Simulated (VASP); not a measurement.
A run of VASP 6.6.1:

File INCAR:

```
PREC = Accurate ; ENCUT = 520
EDIFF = 1E-8 ; ISMEAR = 0
SIGMA = 0.01 ; LREAL = F
LASPH = T ; NELM = 60
ALGO = Normal ; ISIF = 2
LWAVE = F ; LCHARG = F
GGA = PS ; NBANDS = 11
IBRION = 8 ; NSW = 1
```

Contents of KPOINTS:

```
regular mesh
0
Gamma
  8 8 8
```

POSCAR

```
MgS
1.0
    0.0000000000      2.6081202166      2.6081202166
    2.6081202166      0.0000000000      2.6081202166
    2.6081202166      2.6081202166      0.0000000000
Mg S
1 1
Direct
    0.0000000000      0.0000000000      0.0000000000
    0.5000000000      0.5000000000      0.5000000000
```

Potentials or basis: VASP PAW PBE potentials, release 64 (Mg, S).

Launch:

```bash
$ cat potpaw_PBE.64/Mg/POTCAR potpaw_PBE.64/S/POTCAR > POTCAR
$ mpirun -np 1 vasp_std > vasp.out
```

Hardware: 1 thread of Intel Xeon 8259CL, with other jobs on the host.

**Question.** Estimate the wall time of this run.

**Answer.** It took 2.4 min on 1 thread of Intel Xeon 8259CL (shared host), peak memory 0.22 GiB. Counts: scf iterations 39, k points 29.
